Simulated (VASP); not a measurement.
**K7S4O16 (a cell with a defect): single point with LDA**

The system is K7S4O16 (a cell with a defect).

```
CELL_PARAMETERS angstrom
7.52581 0.00000 0.00000
0.00000 5.80780 0.00000
0.00000 0.00000 10.13989
ATOMIC_POSITIONS crystal
K 0.77468 0.74407 0.11289
K 0.31593 0.74131 0.37764
K 0.22588 0.24410 0.90610
K 0.63382 0.33285 0.56581
K 0.52279 0.71361 0.83015
K 0.05587 0.80313 0.71863
K 0.00967 0.28582 0.28114
S 0.78047 0.73501 0.42074
S 0.24544 0.73692 0.07583
S 0.22085 0.27590 0.56940
S 0.73051 0.21092 0.90651
O 0.97345 0.75418 0.38296
O 0.43743 0.70159 0.07445
O 0.03075 0.29627 0.58538
O 0.53942 0.21803 0.88464
O 0.72611 0.73926 0.56268
O 0.20160 0.73604 0.93496
O 0.27807 0.26421 0.43211
O 0.77536 0.20980 0.04695
O 0.67563 0.91298 0.35196
O 0.17257 0.54428 0.15574
O 0.31396 0.49172 0.62997
O 0.79700 0.99535 0.84623
O 0.28519 0.06076 0.63680
O 0.79870 0.42295 0.82945
O 0.71261 0.51866 0.36102
O 0.21446 0.95714 0.13493
```

```json
{
  "Program": "VASP 6.6.1",
  "Task": "single point",
  "Functional": "LDA",
  "Potentials or basis": "VASP PAW LDA potentials, release 64 (K_sv, S, O)",
  "Cutoff": "520 eV",
  "k mesh": "1 × 2 × 1",
  "Occupations": "fermi-dirac, width 0.05 eV",
  "Spin": "no spin polarisation"
}
```

The largest force is 3.306 eV/Å.

Forces on the atoms (eV/Å):
```
K   -0.078  0.004  0.061
K    0.461  0.190  0.140
K   -0.566  0.089  0.246
K    0.046 -1.275  0.595
K    0.165  0.040 -0.652
K   -0.974 -0.700 -0.403
K   -0.809 -0.854  0.320
S   -1.361  0.318 -1.294
S    2.991 -1.353  0.391
S    1.872  0.795  1.561
S    0.780  1.519 -2.035
O   -1.253  0.201  1.400
O    1.488 -0.359  0.342
O   -0.678  0.069 -0.087
O   -0.996 -0.213  0.232
O    1.715  0.310 -0.559
O   -1.794 -0.267 -0.701
O    0.062  0.071 -0.643
O    0.429  0.555  0.185
O    0.647  1.146  0.177
O   -0.700  1.023 -1.430
O   -1.132 -1.741 -0.423
O    0.459  0.025  0.184
O    0.134  1.187 -0.094
O    0.055 -1.667  1.759
O    0.706 -0.769  0.000
O   -1.670  1.652  0.731
```

Levels at points of the mesh, in eV from the Fermi level:
| k point | band 90 | band 91 | band 92 | band 93 | band 94 | band 95 |
| --- | --- | --- | --- | --- | --- | --- |
| (0.00, 0.00, 0.00) | -1.43 | -1.40 | -1.17 | 3.44 | 4.92 | 5.48 |
| (0.00, 0.50, 0.00) | -1.46 | -1.40 | -1.31 | 4.85 | 4.98 | 5.61 |

It took 5.2 min on 1 thread of Intel Xeon 8259CL, with other jobs on the host, peak memory 0.4 GiB.

Caveat: the k points lie up to 0.83 Å⁻¹ apart, too coarse for converged energies, forces and pressures; the cell carries a net charge on a neutralising background, which shifts energy and pressure; the cell is charged against a uniform background, so pressure and absolute levels hang on convention.
